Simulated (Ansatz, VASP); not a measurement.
Si in VASP and in Ansatz

```
CELL_PARAMETERS angstrom
-1.21297 1.21297 1.21297
1.21297 -1.21297 1.21297
1.21297 1.21297 -1.21297
ATOMIC_POSITIONS crystal
Si 0.00000 0.00000 0.00000
```

Change from the starting cell: volume scaled by 0.5, LAPW.

Alike in both runs: task single point; functional PBEsol; k mesh 19 × 19 × 19; occupations fermi-dirac, width 0.1 eV; no spin polarisation.

|  | VASP | Ansatz |
| --- | --- | --- |
| version | VASP 6.6.1 | Ansatz 0.2.0 |
| potentials or method | VASP PAW PBE potentials, release 64 (Si), cutoff 520 eV | all-electron LAPW, scalar-relativistic |

```tsv
	VASP	Ansatz	Ansatz less VASP
pressure (GPa)	292.0	290.4	-1.55
```

VASP's potentials were made for PBE, not for PBEsol. Both programs put the cell under a high pressure, so it lies far from rest at this level. Ansatz ran all-electron here, and VASP with PAW potentials.

Noted on VASP's run: the cell as given lies far from equilibrium.
